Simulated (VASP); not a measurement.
# Bi2Te3 (R-3m) in VASP: a series of runs

Runs on Bi2Te3. Level: PBEsol. Tasks: electric field gradients.

Program: VASP 6.6.1. These are calculated values, not measurements. Logs are shortened: lines on timing, memory, paths and dates and some standing lists are left out, and cuts for length are marked.

## 1. The cell of the first run

Symmetry: R-3m, No. 166, trigonal system. Conventional cell: a = 4.386 Å, b = 4.386 Å, c = 30.192 Å, α = 90.00°, β = 90.00°, γ = 120.00°. Within 4.0 Å of Bi (site symmetry 3m) lie 6 Te at 3.06 to 3.23 Å. Te (site symmetry -3m) has 6 Bi at 3.23 Å and 12 Te at 4.39 to 4.52 Å within 4.6 Å. Within 4.0 Å of Te (site symmetry 3m) lie 3 Bi at 3.06 Å and 3 Te at 3.62 Å.

## 2. Electric field gradients, PBEsol (zz strain of -1 %)

Input file INCAR:

```
SYSTEM = Bi2Te3
ALGO = Normal
EDIFF = 1E-8
ENCUT = 520
GGA = PS
ISIF = 2
ISMEAR = -1
LASPH = .True.
LCHARG = .False.
LEFG = .True.
LREAL = .False.
LWAVE = .False.
NBANDS = 32
NELM = 80
PREC = Accurate
SIGMA = 0.08
```

Input file KPOINTS:

```
k-points
0
Gamma
  7 7 7
  0 0 0
```

Input file POSCAR:

```
Bi2Te3
1.0
    2.1930005584      1.2661294627     10.0640133000
   -2.1930005584      1.2661294627     10.0640133000
    0.0000000000     -2.5322589254     10.0640133000
Bi Te
2 3
Direct
    0.4000000000      0.4000000000      0.4000000000
    0.6000000000      0.6000000000      0.6000000000
    0.0000000000      0.0000000000      0.0000000000
    0.2095000000      0.2095000000      0.2095000000
    0.7905000000      0.7905000000      0.7905000000
```

Potentials or basis: VASP PAW PBE potentials, release 64 (Bi_d, Te).

Run with:

```console
cat potpaw_PBE.64/Bi_d/POTCAR potpaw_PBE.64/Te/POTCAR > POTCAR
mpirun -np 1 vasp_std > vasp.out
```

OUTCAR:

```text
SYSTEM = Bi2Te3
   EDIFF = 1E-8
   ENCUT = 520
   GGA = PS
   ISIF = 2
   ISMEAR = -1
   LASPH = .True.
   LREAL = .False.
   NELM = 80
   PREC = Accurate

 ion  position               nearest neighbor table
   1  0.400  0.400  0.400-   5 3.06   5 3.06   5 3.06   3 3.23   3 3.23   3 3.23
   2  0.600  0.600  0.600-   4 3.06   4 3.06   4 3.06   3 3.23   3 3.23   3 3.23
   3  0.000  0.000  0.000-   2 3.23   1 3.23   2 3.23   2 3.23   1 3.23   1 3.23
   4  0.209  0.209  0.209-   2 3.06   2 3.06   2 3.06   5 3.62   5 3.62   5 3.62
   5  0.791  0.791  0.791-   1 3.06   1 3.06   1 3.06   4 3.62   4 3.62   4 3.62

  LATTYP: Found a trigonal (rhomboedric) cell.
 ALAT       =    10.3777020081
 COS(alpha) =     0.9106889720

  Lattice vectors:

 A1 = (   2.1930005584,   1.2661294627,  10.0640133000)
 A2 = (  -2.1930005584,   1.2661294627,  10.0640133000)
 A3 = (   0.0000000000,  -2.5322589254,  10.0640133000)

Analysis of symmetry for initial positions (statically):
=====================================================================
 Subroutine PRICEL returns:
 Original cell was already a primitive cell.

 Routine SETGRP: Setting up the symmetry group for a
 trigonal (rhombohedral) supercell.

 Subroutine GETGRP returns: Found 12 space group operations
 (whereof 12 operations were pure point group operations)
 out of a pool of 12 trial point group operations.

The static configuration has the point symmetry D_3d.

Analysis of symmetry for dynamics (positions and initial velocities):
=====================================================================
 Subroutine PRICEL returns:
 Original cell was already a primitive cell.

 Routine SETGRP: Setting up the symmetry group for a
 trigonal (rhombohedral) supercell.

 Subroutine GETGRP returns: Found 12 space group operations
 (whereof 12 operations were pure point group operations)
 out of a pool of 12 trial point group operations.

The dynamic configuration has the point symmetry D_3d.

 Subroutine INISYM returns: Found 12 space group operations
 (whereof 12 operations are pure point group operations),
 and found     1 'primitive' translations

----------------------------------------------------------------------------------------

                                     Primitive cell

  volume of cell :     167.6638

  direct lattice vectors                    reciprocal lattice vectors
     2.193000558  1.266129463 10.064013300     0.227998118  0.131634775  0.033121313
    -2.193000558  1.266129463 10.064013300    -0.227998118  0.131634775  0.033121313
     0.000000000 -2.532258925 10.064013300     0.000000000 -0.263269550  0.033121313

  length of vectors
    10.377702008 10.377702008 10.377702008     0.265344827  0.265344827  0.265344827

  position of ions in fractional coordinates (direct lattice)
     0.400000000  0.400000000  0.400000000
     0.600000000  0.600000000  0.600000000
     0.000000000  0.000000000  0.000000000
     0.209500000  0.209500000  0.209500000
     0.790500000  0.790500000  0.790500000

  ion indices of the primitive-cell ions
   primitive index   ion index
                 1           1
                 2           2
                 3           3
                 4           4
                 5           5

----------------------------------------------------------------------------------------

 KPOINTS: k-points

Automatic generation of k-mesh.
 Grid dimensions read from file:
 generate k-points for:    7    7    7

 Generating k-lattice:

[... 41 lines left out ...]
  0.428571  0.285714  0.142857     12.000000
 [... further k-points ...]
   k-points           NKPTS =     44   k-points in BZ     NKDIM =     44   number of bands    NBANDS=     32
   number of dos      NEDOS =    301   number of ions     NIONS =      5
   total plane-waves  NPLWV = 512000
   dimension x,y,z NGX =    80 NGY =   80 NGZ =   80
   dimension x,y,z NGXF=   160 NGYF=  160 NGZF=  160
   ions per type =               2   3
   NGX,Y,Z   is equivalent  to a cutoff of  12.82, 12.82, 12.82 a.u.
   NGXF,Y,Z  is equivalent  to a cutoff of  25.63, 25.63, 25.63 a.u.
 SYSTEM =  Bi2Te3
   PREC   = accura    normal or accurate (medium, high low for compatibility)
   ISTART =      0    job   : 0-new  1-cont  2-samecut
   ICHARG =      2    charge: 1-file 2-atom 10-const
   ISPIN  =      1    spin polarized calculation?
   LNONCOLLINEAR =      F non collinear calculations
   LSORBIT =      F    spin-orbit coupling
   LASPH  =      T    aspherical Exc in radial PAW
   ENCUT  =  520.0 eV  38.22 Ry    6.18 a.u.  19.30 19.30 19.30*2*pi/ulx,y,z
   NELM   =     80;   NELMIN=  2; NELMDL= -5     # of ELM steps
   EDIFF  = 0.1E-07   stopping-criterion for ELM
   LREAL  =      F    real-space projection
   EDIFFG = 0.1E-06   stopping-criterion for IOM
   NSW    =      0    number of steps for IOM
   IBRION =     -1    ionic relax: 0-MD 1-quasi-New 2-CG
   NFREE  =      0    steps in history (QN), initial steepest desc. (CG)
   ISIF   =      2    stress and relaxation
   ISYM   =      2    0-nonsym 1-usesym 2-fastsym
   POTIM  = 0.5000    time-step for ionic-motion
   TEBEG  =    0.0;   TEEND  =   0.0 temperature during run
   PSTRESS=    0.0 pullay stress
   NELECT =      48.0000    total number of electrons
   NUPDOWN=      -1.0000    fix difference up-down
   EMIN   =  10.00;   EMAX   =-10.00  energy-range for DOS
   EFERMI =   0.00;   METHOD = LEGACY
   ISMEAR =    -1;   SIGMA  =   0.08  broadening in eV -4-tet -1-fermi 0-gaus
   EFERMI_NEDOS =   21; number of points for ismear=-14 and -15
   IALGO  =     38    algorithm
   IMIX   =      4    mixing-type and parameters
     AMIX     =   0.40;   BMIX     =  1.00
     AMIX_MAG =   1.60;   BMIX_MAG =  1.00
  volume/ion in A,a.u.               =      33.53       226.29
  Fermi-wavevector in a.u.,A,eV,Ry     =   1.078969  2.038955 15.839539  1.164173
  Thomas-Fermi vector in A             =   2.214921
   LORBIT       =      0    0 simple, 1 ext, 2 COOP (PROOUT), +10 PAW based schemes
   GGA     = PS    functional components
   LHFCALC =     F    Hartree Fock is set to
   AEXX    =    0.0000 exact exchange contribution
   IVDW    =     0    specifies the selected vdW correction
   LEPSILON=     F    determine dielectric tensor
   LRPA    =     F    only Hartree local field effects (RPA)
 non-spin polarized calculation
  energy-cutoff  :      520.00
  volume of cell :      167.66
 maximum number of plane-waves:      4529
 NGX is ok and might be reduce to    80
   NGX = 39   NGY = 39   NGZ = 39

 number of electron      48.0000007 magnetization

 Free energy of the ion-electron system (eV)
  ---------------------------------------------------
  ext. energy  EPLUGINS =         0.00000000
  ---------------------------------------------------
  free energy    TOTEN  =       -20.29709470 eV

  energy without entropy =      -20.29524865  energy(sigma->0) =      -20.29617167

 E-fermi :   6.2970     XC(G=0):  -9.5358

 val. band max:        6.1819765845   @ k =   0.0000   0.0000   0.0000
 cond. band min:       6.3740818236   @ k =   0.0000   0.0000   0.0000
 fundamental gap:      0.1921052392
 Fermi energy:         6.2970257922

 k-point     1 :       0.0000    0.0000    0.0000
  band No.  band energies     occupation
      1     -16.9293      2.00000
      2     -16.9293      2.00000
      3     -16.9276      2.00000
      4     -16.9276      2.00000
      5     -16.9192      2.00000
      6     -16.9178      2.00000
[... 829 lines left out ...]
     31      10.5059      0.00000
     32      10.5567      0.00000

 [... further k-points ...]
[... 5 lines left out ...]
  --------------------------------------------------------------------------------------
  -------------------------------------------------------------------------------------
  Total       -0.0555232     -0.0555232     -0.0008908      0.0000000     -0.0000000      0.0000000
  in kB       -0.5305739     -0.5305739     -0.0085127      0.0000000     -0.0000000      0.0000000
  external PRESSURE =      -0.3565535 kB  Pullay stress =       0.0000000 kB

 VOLUME and BASIS-vectors are now :
 -----------------------------------------------------------------------------
  energy-cutoff  :      520.00
  volume of cell :      167.66
      direct lattice vectors                 reciprocal lattice vectors
     2.193000558  1.266129463 10.064013300     0.227998118  0.131634775  0.033121313
    -2.193000558  1.266129463 10.064013300    -0.227998118  0.131634775  0.033121313
     0.000000000 -2.532258925 10.064013300     0.000000000 -0.263269550  0.033121313

 POSITION                                       TOTAL-FORCE (eV/Angst)
 -----------------------------------------------------------------------------------
      0.00000      0.00000     12.07682         0.000000     -0.000000      0.009440
      0.00000      0.00000     18.11522         0.000000      0.000000     -0.009440
      0.00000      0.00000      0.00000        -0.000000      0.000000      0.000000
      0.00000      0.00000      6.32523         0.000000     -0.000000      0.011669
      0.00000      0.00000     23.86681         0.000000      0.000000     -0.011669
 -----------------------------------------------------------------------------------
    total drift:                               -0.000000     -0.000000     -0.000000

  FREE ENERGIE OF THE ION-ELECTRON SYSTEM (eV)
  ---------------------------------------------------
  free  energy   TOTEN  =       -20.2970946998 eV

  energy  without entropy=      -20.2952486474  energy(sigma->0) =      -20.29617167

 Electric field gradients (V/A^2)
---------------------------------------------------------------------
 ion       V_xx      V_yy      V_zz      V_xy      V_xz      V_yz
---------------------------------------------------------------------
   1     -10.499   -10.499    20.998     0.000     0.000     0.000
   2     -10.499   -10.499    20.998     0.000    -0.000     0.000
   3     -41.861   -41.861    83.722     0.000    -0.000     0.000
   4      -2.475    -2.475     4.949    -0.000     0.000     0.000
   5      -2.475    -2.475     4.949    -0.000    -0.000     0.000
---------------------------------------------------------------------

 Electric field gradients after diagonalization (V/A^2)
 (convention: |V_zz| > |V_xx| > |V_yy|)
----------------------------------------------------------------------
 ion       V_xx      V_yy      V_zz     asymmetry (V_yy - V_xx)/ V_zz
----------------------------------------------------------------------
   1     -10.499   -10.499    20.998       0.000
   2     -10.499   -10.499    20.998       0.000
   3     -41.861   -41.861    83.722       0.000
   4      -2.475    -2.475     4.949       0.000
   5      -2.475    -2.475     4.949       0.000
----------------------------------------------------------------------

           NMR quadrupolar parameters

 Cq : quadrupolar parameter    Cq=e*Q*V_zz/h
 eta: asymmetry parameters     (V_yy - V_xx)/ V_zz
 Q  : nuclear electric quadrupole moment in mb (millibarn)
----------------------------------------------------------------------
 ion       Cq(MHz)       eta       Q (mb)
----------------------------------------------------------------------
   1       0.051       0.000       1.000
   2       0.051       0.000       1.000
   3       0.202       0.000       1.000
   4       0.012       0.000       1.000
   5       0.012       0.000       1.000
----------------------------------------------------------------------
```

It took 46 min on 1 thread of Oxide Virtual Turin-like, shared host; peak memory 0.97 GiB.

What came out:

```
Free energy                             : -20.2971 eV
Pressure                                : 0.0 GPa
Largest force                           : 0.012 eV/Å
Band gap on the k mesh                  : 0.19 eV
Largest electric field gradient by atom : Bi +21.0; Te +83.7, +4.9 (each value once) V/Å²
```

Forces on the atoms (eV/Å):
```
Bi   0.000  0.000  0.009
Bi   0.000  0.000 -0.009
Te   0.000  0.000  0.000
Te   0.000  0.000  0.012
Te   0.000  0.000 -0.012
```

Levels at points of the mesh, in eV from the valence-band top:
```
           k point  band 21  band 22  band 23  band 24  band 25  band 26  band 27  band 28
(0.00, 0.00, 0.00)    -1.75    -0.89    -0.89     0.00     0.19     0.60     0.60     1.92
```

Electric field gradients, principal values (V/Å²):
```csv
atom,least,middle,greatest (by size)
1 Bi,-10.499,-10.499,20.998
2 Bi,-10.499,-10.499,20.998
3 Te,-41.861,-41.861,83.722
4 Te,-2.475,-2.475,4.949
5 Te,-2.475,-2.475,4.949
```

Caveat: the cell differs from its parent crystal (zz strain of -1 %); without QUAD_EFG the Cq values of the log hold for a quadrupole moment of 1 mb, not for the nuclei; the PAW data sets were made with another functional, which shifts forces and pressure a little; spin-orbit coupling is left out, which moves the levels of the heavy elements. A k mesh can miss the band edges.

(Continued in part 2 of 2.)
